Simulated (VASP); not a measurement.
Write the native input for VASP 6.6.1 that does the following.

```
Task                   : single point
Functional             : LDA
Potentials or basis    : VASP PAW LDA potentials, release 64 (Ni_sv_GW, O)
Cutoff                 : 600 eV
k mesh                 : 8 × 8 × 8
Occupations            : gaussian, width 0.05 eV
Spin                   : collinear spin, antiferromagnetic start
Starting moments       : [1.54, -1.54, 0.0, 0.0] μB
Hubbard terms          : Ni d U = 4.0 eV
Dipole correction      : no
Further INCAR settings : ALGO = Normal; EDIFF = 1e-06; NBANDS = 36
```

The structure of NiO lies in POSCAR:

```
NiO
1.0
    0.0000000000      2.0913095100      2.0913095100
    2.0913095100      0.0000000000      2.0913095100
    4.1826190200      4.1826190200      0.0000000000
Ni O
2 2
Direct
    0.0000000000      0.0000000000      0.0000000000
    0.0000000000      0.0000000000      0.5000000000
    0.5000000000      0.5000000000      0.2500000000
    0.5000000000      0.5000000000      0.7500000000
```

The input as run:

INCAR

```
ALGO = Normal ; EDIFF = 1E-6
ENCUT = 600 ; GGA = CA
GGA_COMPAT = False ; ISIF = 2
ISMEAR = 0 ; ISPIN = 2
LASPH = True ; LCHARG = False
LDAU = True ; LDAUJ = 0 0
LDAUL = 2 -1 ; LDAUPRINT = 1
LDAUTYPE = 2 ; LDAUU = 4 0
LMAXMIX = 4 ; LORBIT = 11
LREAL = False ; LWAVE = False
MAGMOM = 1.54 -1.54 0 0 ; NBANDS = 36
NELM = 200 ; PREC = Accurate
SIGMA = 0.05
```

KPOINTS

```
k-points
0
Gamma
  8 8 8
```

Potentials or basis: VASP PAW LDA potentials, release 64 (Ni_sv_GW, O).

Run with:

```bash
$ cat potpaw_LDA.64/Ni_sv_GW/POTCAR potpaw_LDA.64/O/POTCAR > POTCAR
$ mpirun -np 1 vasp_std > vasp.out
```

Results of the run:

| Property | Result |
| --- | --- |
| Pressure | -15.4 GPa |
| Band gap on the k mesh | 2.38 eV |
| Net moment | 0.00 μB per cell |
| Site moments | Ni +1.59, -1.59; O +0.00 μB |
| Valence electrons inside the program's atomic spheres | Ni 16.17; O 4.96 |

Caveat: the cell stands under tension.

It took 3.8 min on 1 thread of Intel(R) Xeon(R) Platinum 8488C (Sapphire Rapids), on a shared host, peak memory 0.29 GiB.
